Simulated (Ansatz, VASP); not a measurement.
# One calculation of Os, two programs

INCAR

```
PREC     = Accurate       # precision mode
ENCUT    = 520            # plane-wave cutoff, eV
EDIFF    = 1E-6           # SCF threshold, eV
ISMEAR   = -1             # smearing method
SIGMA    = 0.1            # smearing width, eV
LREAL    = F              # projectors in reciprocal space
LASPH    = T              # aspherical terms in the spheres
NELM     = 60             # most SCF steps
ALGO     = Normal         # electronic algorithm
ISIF     = 2              # what is computed and relaxed
LWAVE    = F              # write WAVECAR
LCHARG   = F              # write CHGCAR
GGA      = PE             # functional
NBANDS   = 10             # bands
```

File KPOINTS:

```
Automatic mesh
0
Gamma
  16 16 16
```

POSCAR

```
Os
1.0
   -1.5865094145      1.5865094145      1.5865094145
    1.5865094145     -1.5865094145      1.5865094145
    1.5865094145      1.5865094145     -1.5865094145
Os
1
Direct
    0.0000000000      0.0000000000      0.0000000000
```

Input for Ansatz:

```yaml
crystal:
  lattice:
    - [-1.5865094145, 1.5865094145, 1.5865094145]
    - [1.5865094145, -1.5865094145, 1.5865094145]
    - [1.5865094145, 1.5865094145, -1.5865094145]
  atoms:
    - { symbol: Os, position: [0.0, 0.0, 0.0] }
hamiltonian:
  xc: pbe
  pseudopotentials:
    kind: paw
    azcp:
      Os: "pseudopotentials/Os.paw.azcp"
basis:
  ecutwfc: 420
  fft_grid_basis: typed
kpoints:
  mp_grid: { grid: [16, 16, 16], shift: [0, 0, 0] }
magnetization:
  spin_polarized: false
scf:
  occupations: { method: fermi_dirac, width: 0.1 }
  lower_state_search: "off"
output:
  stress: true
```

Alike in both runs: task single point; functional PBE; k mesh 16 × 16 × 16; occupations fermi-dirac, width 0.1 eV; no spin polarisation.

```csv
,VASP,Ansatz
version,VASP 6.6.1,Ansatz 0.2.0
potentials or method,"VASP PAW PBE potentials, release 64 (Os), cutoff 520 eV","plane waves (420 eV) with PAW, scalar-relativistic"
valence electrons in the cell,8,16
```

|  | VASP | Ansatz | Ansatz less VASP |
| --- | --- | --- | --- |
| pressure (GPa) | -22.6 | -22.3 | +0.26 |

With one functional, cell and mesh, what is left measures potentials, basis and numerics. VASP's potentials hold 8 valence electrons a cell and Ansatz's 16, so a difference there can come from the potentials and not from the codes.

Neither program's run includes spin-orbit coupling.
